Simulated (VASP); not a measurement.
# Se (P3_121) in VASP: a series of runs, part 2 of 2

VASP 6.6.1. The steps go on from the part before.

### 4 Single point, PBEsol+D3(BJ) (21.80 Å³/atom)

This run uses another cell than the first one, of 21.80 Å³/atom.

INCAR

```
SYSTEM = Se
  PREC = Accurate
  ENCUT = 520
  EDIFF = 1E-6
  ISMEAR = 0
  SIGMA = 0.03
  LREAL = .False.
  LASPH = .True.
  NELM = 100
  ALGO = Normal
  ISIF = 2
  LWAVE = .False.
  LCHARG = .False.
  GGA = PS
  IVDW = 12
  NBANDS = 16
```

KPOINTS

```
regular mesh
0
Gamma
  12 12 8
  0 0 0
```

POSCAR

```
Se
1.0
    3.9025455082      0.0000000000      0.0000000000
   -1.9512727541      3.3797035495      0.0000000000
    0.0000000000      0.0000000000      4.9589645772
Se
3
Direct
    0.2610773134      0.0000000000      0.3333333333
    0.0000000000      0.2610773134      0.6666666667
    0.7389226866      0.7389226866      0.0000000000
```

Potentials or basis: VASP PAW PBE potentials, release 64 (Se).

Started as:

```sh
$ cat potpaw_PBE.64/Se/POTCAR > POTCAR
$ mpirun -np 1 vasp_std > vasp.out
```

OUTCAR:

```text
SYSTEM = Se
   PREC = Accurate
   ENCUT = 520
   EDIFF = 1E-6
   ISMEAR = 0
   LREAL = .False.
   LASPH = .True.
   NELM = 100
   ISIF = 2
   GGA = PS
   IVDW = 12
 IVDW          = 12

 ion  position               nearest neighbor table
   1  0.261  0.000  0.333-   3 2.42   2 2.42
   2  0.000  0.261  0.667-   3 2.42   1 2.42
   3  0.739  0.739  0.000-   2 2.42   1 2.42

  LATTYP: Found a hexagonal cell.
 ALAT       =     3.9025455082
 C/A-ratio  =     1.2707000000

  Lattice vectors:

 A1 = (   3.9025455082,   0.0000000000,   0.0000000000)
 A2 = (  -1.9512727541,   3.3797035495,   0.0000000000)
 A3 = (   0.0000000000,   0.0000000000,   4.9589645772)

Analysis of symmetry for initial positions (statically):
=====================================================================
 Subroutine PRICEL returns:
 Original cell was already a primitive cell.

 Routine SETGRP: Setting up the symmetry group for a
 hexagonal supercell.

 Subroutine GETGRP returns: Found  6 space group operations
 (whereof  2 operations were pure point group operations)
 out of a pool of 24 trial point group operations.

The static configuration has the point symmetry C_2 .
 The point group associated with its full space group is D_3 .

Analysis of symmetry for dynamics (positions and initial velocities):
=====================================================================
 Subroutine PRICEL returns:
 Original cell was already a primitive cell.

 Routine SETGRP: Setting up the symmetry group for a
 hexagonal supercell.

 Subroutine GETGRP returns: Found  6 space group operations
 (whereof  2 operations were pure point group operations)
 out of a pool of 24 trial point group operations.

The dynamic configuration has the point symmetry C_2 .
 The point group associated with its full space group is D_3 .

 Subroutine INISYM returns: Found  6 space group operations
 (whereof  2 operations are pure point group operations),
 and found     1 'primitive' translations

----------------------------------------------------------------------------------------

                                     Primitive cell

  volume of cell :      65.4060

  direct lattice vectors                    reciprocal lattice vectors
     3.902545508  0.000000000  0.000000000     0.256243008  0.147941970  0.000000000
    -1.951272754  3.379703549  0.000000000     0.000000000  0.295883939  0.000000000
     0.000000000  0.000000000  4.958964577     0.000000000  0.000000000  0.201655000

  length of vectors
     3.902545508  3.902545508  4.958964577     0.295883939  0.295883939  0.201655000

  position of ions in fractional coordinates (direct lattice)
     0.261077313  0.000000000  0.333333333
     0.000000000  0.261077313  0.666666667
     0.738922687  0.738922687  0.000000000

  ion indices of the primitive-cell ions
   primitive index   ion index
                 1           1
                 2           2
                 3           3

----------------------------------------------------------------------------------------

 KPOINTS: regular mesh

Automatic generation of k-mesh.
 Grid dimensions read from file:
 generate k-points for:   12   12    8

 Generating k-lattice:

  Cartesian coordinates                     Fractional coordinates (reciprocal lattice)
     0.021353584  0.012328497  0.000000000     0.083333333  0.000000000  0.000000000
     0.000000000  0.024656995  0.000000000     0.000000000  0.083333333  0.000000000
     0.000000000  0.000000000  0.025206875     0.000000000  0.000000000  0.125000000

  Length of vectors
     0.024656995  0.024656995  0.025206875

  Shift w.r.t. Gamma in fractional coordinates (k-lattice)
     0.000000000  0.000000000  0.000000000

 Subroutine IBZKPT returns following result:
 ===========================================

 Found    131 irreducible k-points:

 Following reciprocal coordinates:
            Coordinates               Weight
  0.000000  0.000000  0.000000      1.000000
  0.083333 -0.000000  0.000000      6.000000
  0.166667 -0.000000  0.000000      6.000000
  0.250000 -0.000000  0.000000      6.000000
  0.333333 -0.000000  0.000000      6.000000
  0.416667  0.000000  0.000000      6.000000
[... 16 lines left out ...]
  0.166667 -0.000000  0.125000      6.000000
  0.000000  0.166667  0.125000      6.000000
 [... further k-points ...]
   k-points           NKPTS =    131   k-points in BZ     NKDIM =    131   number of bands    NBANDS=     16
   number of dos      NEDOS =    301   number of ions     NIONS =      3
   total plane-waves  NPLWV =  36000
   dimension x,y,z NGX =    30 NGY =   30 NGZ =   40
   dimension x,y,z NGXF=    60 NGYF=   60 NGZF=   80
   ions per type =               3
   NGX,Y,Z   is equivalent  to a cutoff of  12.78, 12.78, 13.41 a.u.
   NGXF,Y,Z  is equivalent  to a cutoff of  25.56, 25.56, 26.82 a.u.
 SYSTEM =  Se
   PREC   = accura    normal or accurate (medium, high low for compatibility)
   ISTART =      0    job   : 0-new  1-cont  2-samecut
   ICHARG =      2    charge: 1-file 2-atom 10-const
   ISPIN  =      1    spin polarized calculation?
   LNONCOLLINEAR =      F non collinear calculations
   LSORBIT =      F    spin-orbit coupling
   LASPH  =      T    aspherical Exc in radial PAW
   ENCUT  =  520.0 eV  38.22 Ry    6.18 a.u.   7.26  7.26  9.22*2*pi/ulx,y,z
   NELM   =    100;   NELMIN=  2; NELMDL= -5     # of ELM steps
   EDIFF  = 0.1E-05   stopping-criterion for ELM
   LREAL  =      F    real-space projection
   EDIFFG = 0.1E-04   stopping-criterion for IOM
   NSW    =      0    number of steps for IOM
   IBRION =     -1    ionic relax: 0-MD 1-quasi-New 2-CG
   NFREE  =      0    steps in history (QN), initial steepest desc. (CG)
   ISIF   =      2    stress and relaxation
   ISYM   =      2    0-nonsym 1-usesym 2-fastsym
   POTIM  = 0.5000    time-step for ionic-motion
   TEBEG  =    0.0;   TEEND  =   0.0 temperature during run
   PSTRESS=    0.0 pullay stress
   NELECT =      18.0000    total number of electrons
   NUPDOWN=      -1.0000    fix difference up-down
   EMIN   =  10.00;   EMAX   =-10.00  energy-range for DOS
   EFERMI =   0.00;   METHOD = LEGACY
   ISMEAR =     0;   SIGMA  =   0.03  broadening in eV -4-tet -1-fermi 0-gaus
   EFERMI_NEDOS =   21; number of points for ismear=-14 and -15
   IALGO  =     38    algorithm
   IMIX   =      4    mixing-type and parameters
     AMIX     =   0.40;   BMIX     =  1.00
     AMIX_MAG =   1.60;   BMIX_MAG =  1.00
  volume/ion in A,a.u.               =      21.80       147.13
  Fermi-wavevector in a.u.,A,eV,Ry     =   1.064862  2.012296 15.428055  1.133930
  Thomas-Fermi vector in A             =   2.200394
   LORBIT       =      0    0 simple, 1 ext, 2 COOP (PROOUT), +10 PAW based schemes
   GGA     = PS    functional components
   LHFCALC =     F    Hartree Fock is set to
   AEXX    =    0.0000 exact exchange contribution
   IVDW    =    12    specifies the selected vdW correction
   LEPSILON=     F    determine dielectric tensor
   LRPA    =     F    only Hartree local field effects (RPA)
 non-spin polarized calculation
 Gauss-broadening in eV      SIGMA  =   0.03
  energy-cutoff  :      520.00
  volume of cell :       65.41
 maximum number of plane-waves:      1789
 NGX is ok and might be reduce to    30
   NGX = 15   NGY = 15   NGZ = 19

 number of electron      18.0000000 magnetization

 Free energy of the ion-electron system (eV)
  ---------------------------------------------------
  ext. energy  EPLUGINS =         0.00000000
  ---------------------------------------------------
  free energy    TOTEN  =       -11.46117765 eV

  energy without entropy =      -11.46117765  energy(sigma->0) =      -11.46117765

 E-fermi :   5.2533     XC(G=0): -10.1643

 val. band max:        5.0516241980   @ k =   0.3333   0.3333   0.5000
 cond. band min:       5.5141270629   @ k =   0.0000   0.0000   0.5000
 fundamental gap:      0.4625028649
 Fermi energy:         5.2532516587

 k-point     1 :       0.0000    0.0000    0.0000
  band No.  band energies     occupation
      1     -11.8581      2.00000
      2      -7.2872      2.00000
      3      -7.2872      2.00000
      4       0.8571      2.00000
      5       1.4346      2.00000
      6       1.4346      2.00000
[... 433 lines left out ...]
      3      -6.3968      2.00000
      4      -0.2999      2.00000
      5       0.2897      2.00000
      6       1.0331      2.00000
[... 8 lines left out ...]
     15      12.8754      0.00000
     16      13.3715      0.00000

 [... further k-points ...]

------------------------ aborting loop because EDIFF is reached ----------------------------------------

 Edisp (eV)   -1.03536

 E8    (eV) :    -0.6533

  FORCE on cell =-STRESS in cart. coord.  units (eV):
  Direction    XX          YY          ZZ          XY          YZ          ZX
  --------------------------------------------------------------------------------------
  -------------------------------------------------------------------------------------
  Total       0.96475     0.96475     2.26445     0.00000     0.00000     0.00000
  in kB      23.63248    23.63248    55.46962     0.00000     0.00000     0.00000
  external pressure =       34.24 kB  Pullay stress =        0.00 kB

 VOLUME and BASIS-vectors are now :
 -----------------------------------------------------------------------------
  energy-cutoff  :      520.00
  volume of cell :       65.41
      direct lattice vectors                 reciprocal lattice vectors
     3.902545508  0.000000000  0.000000000     0.256243008  0.147941970  0.000000000
    -1.951272754  3.379703549  0.000000000     0.000000000  0.295883939  0.000000000
     0.000000000  0.000000000  4.958964577     0.000000000  0.000000000  0.201655000

 POSITION                                       TOTAL-FORCE (eV/Angst)
 -----------------------------------------------------------------------------------
      1.01887      0.00000      1.65299         0.238821     -0.000000     -0.000000
     -0.50943      0.88236      3.30598        -0.119410      0.206825      0.000000
      1.44184      2.49734      0.00000        -0.119410     -0.206825      0.000000
 -----------------------------------------------------------------------------------
    total drift:                                0.000001      0.000001      0.000000

  FREE ENERGIE OF THE ION-ELECTRON SYSTEM (eV)
  ---------------------------------------------------
  free  energy   TOTEN  =       -12.4965403932 eV

  energy  without entropy=      -12.4965403932  energy(sigma->0) =      -12.49654039
```

OSZICAR:

```text
N       E                     dE             d eps       ncg     rms          rms(c)
DAV:   1     0.774572844702E+02    0.77457E+02   -0.75294E+03  4192   0.963E+02
DAV:   2    -0.704949630915E+01   -0.84507E+02   -0.79962E+02  5616   0.158E+02
DAV:   3    -0.114984084288E+02   -0.44489E+01   -0.44308E+01  5192   0.405E+01
DAV:   4    -0.115232416513E+02   -0.24833E-01   -0.24829E-01  5544   0.358E+00
DAV:   5    -0.115233760268E+02   -0.13438E-03   -0.13437E-03  5272   0.257E-01    0.811E+00
DAV:   6    -0.114783475064E+02    0.45029E-01   -0.23542E-02  5344   0.978E-01    0.496E+00
DAV:   7    -0.114618351463E+02    0.16512E-01   -0.47243E-02  4952   0.134E+00    0.167E-01
DAV:   8    -0.114611465241E+02    0.68862E-03   -0.67789E-03  4712   0.509E-01    0.988E-02
DAV:   9    -0.114611738428E+02   -0.27319E-04   -0.17912E-04  6040   0.869E-02    0.342E-02
DAV:  10    -0.114611774415E+02   -0.35987E-05   -0.15853E-05  5136   0.265E-02    0.478E-03
DAV:  11    -0.114611776525E+02   -0.21101E-06   -0.34846E-06  5736   0.115E-02
   1 F= -.12496540E+02 E0= -.12496540E+02  d E =-.142742E-23
```

stdout:

```text
POSCAR found type information on POSCAR Se
 POSCAR found :  1 types and       3 ions
 scaLAPACK will be used
 -----------------------------------------------------------------------------
|                                                                             |
|                                                                             |
|     You enforced a specific xc type in the INCAR file but a different       |
|     I HOPE YOU KNOW WHAT YOU ARE DOING!                                     |
|                                                                             |
 -----------------------------------------------------------------------------

 LDA part: xc-table for (Slater+PW92), standard interpolation
 POSCAR, INCAR and KPOINTS ok, starting setup
 FFT: planning ... GRIDC
 FFT: planning ... GRID_SOFT
 FFT: planning ... GRID
 WAVECAR not read
 entering main loop
```

It took 2.1 min on 1 thread of Oxide Virtual Turin-like, shared host; peak memory 0.22 GiB.

Results:

```yaml
Free_energy: -12.4965 eV
Pressure: 3.4 GPa
Largest_force: 0.239 eV/Å
Band_gap_on_the_k_mesh: 0.46 eV (least direct gap 0.49 eV)
Dispersion_energy_per_atom: -0.345 eV
```

Forces on the atoms (eV/Å):
```
Se   0.239  0.000  0.000
Se  -0.119  0.207  0.000
Se  -0.119 -0.207  0.000
```

Stress tensor (GPa, compression positive):
```
2.36 0.00 0.00
0.00 2.36 0.00
0.00 0.00 5.55
```

Caveat: the cell stands under pressure; semilocal functionals underestimate gaps, and a narrow one can read as zero; the PAW data sets were made with another functional, which shifts forces and pressure a little.

### 5 Single point, PBEsol+D3(BJ) (21.80 Å³/atom)

This run uses another cell than the first one, of 21.80 Å³/atom.

INCAR

```
SYSTEM = Se
ALGO = Normal
EDIFF = 1E-7
ENCUT = 520
GGA = PS
ISIF = 2
ISMEAR = 0
IVDW = 12
LASPH = .True.
LCHARG = .False.
LREAL = .False.
LWAVE = .False.
NBANDS = 16
NELM = 100
PREC = Accurate
SIGMA = 0.03
```

KPOINTS

```
k-points
0
Gamma
  12 12 8
  0 0 0
```

POSCAR

```
Se
1.0
    3.8506312071      0.0000000000      0.0000000000
   -1.9253156035      3.3347444459      0.0000000000
    0.0000000000      0.0000000000      5.0935796988
Se
3
Direct
    0.2610773134      0.0000000000      0.3333333333
    0.0000000000      0.2610773134      0.6666666667
    0.7389226866      0.7389226866      0.0000000000
```

Started as:

```sh
$ cat potpaw_PBE.64/Se/POTCAR > POTCAR
$ mpirun -np 1 vasp_std > vasp.out
```

It took 2.6 min on 1 thread of Oxide Virtual Turin-like, shared host; peak memory 0.22 GiB.

Results (log left out):

| Quantity | Value |
| --- | --- |
| Free energy | -12.5205 eV |
| Pressure | 2.4 GPa |
| Largest force | 0.198 eV/Å |
| Band gap on the k mesh | 0.20 eV |
| Dispersion energy per atom | -0.345 eV |

Forces in eV/Å, atoms in the order of the input:
```
Se   0.198  0.000  0.000
Se  -0.099  0.171  0.000
Se  -0.099 -0.171  0.000
```

Stress tensor (GPa, compression positive):
```
2.03 0.00 0.00
0.00 2.03 0.00
0.00 0.00 3.18
```

Levels at points of the mesh, in eV from the valence-band top:
```csv
k point,band 7,band 8,band 9,band 10,band 11,band 12
"(0.00, 0.00, 0.00)",-2.14,-2.14,-0.90,1.31,1.31,2.04
"(0.50, 0.00, 0.00)",-4.46,-1.51,-1.08,1.11,1.25,3.50
"(0.00, 0.00, 0.50)",-1.68,-1.37,-1.37,0.60,0.66,0.66
"(0.50, 0.00, 0.50)",-3.07,-2.61,-0.29,0.94,2.37,3.11
```

Caveat: semilocal functionals underestimate gaps, and a narrow one can read as zero; the PAW data sets were made with another functional, which shifts forces and pressure a little.

### 6 The runs side by side

```tsv
cell	gap on the mesh (eV)	pressure (GPa)	largest force (eV/Å)
a = 4.040, b = 4.040, c = 5.134 Å, angles 90.0, 90.0, 120.0°, 3 atoms	0.43	-4.3	0.41
a = 3.714, b = 3.714, c = 5.324 Å, angles 90.0, 90.0, 120.0°, 3 atoms	none	2.7	0.26
a = 3.903, b = 3.903, c = 4.959 Å, angles 90.0, 90.0, 120.0°, 3 atoms	0.46	3.4	0.24
a = 3.851, b = 3.851, c = 5.094 Å, angles 90.0, 90.0, 120.0°, 3 atoms	0.20	2.4	0.20
```

Alike in all rows: task single point; level PBEsol+D3(BJ); potentials or basis VASP PAW PBE potentials, release 64 (Se); no spin polarisation; k mesh 12 × 12 × 8; cutoff (eV) 520; smearing gaussian 0.03 eV.

Caveats: the PAW data sets were made with another functional, which shifts forces and pressure a little; semilocal functionals underestimate gaps, and a narrow one can read as zero (at least some runs); the cell stands under tension (at least some runs); the cell stands under pressure (at least some runs).

Absolute energies hang on the potentials; compare differences alone.
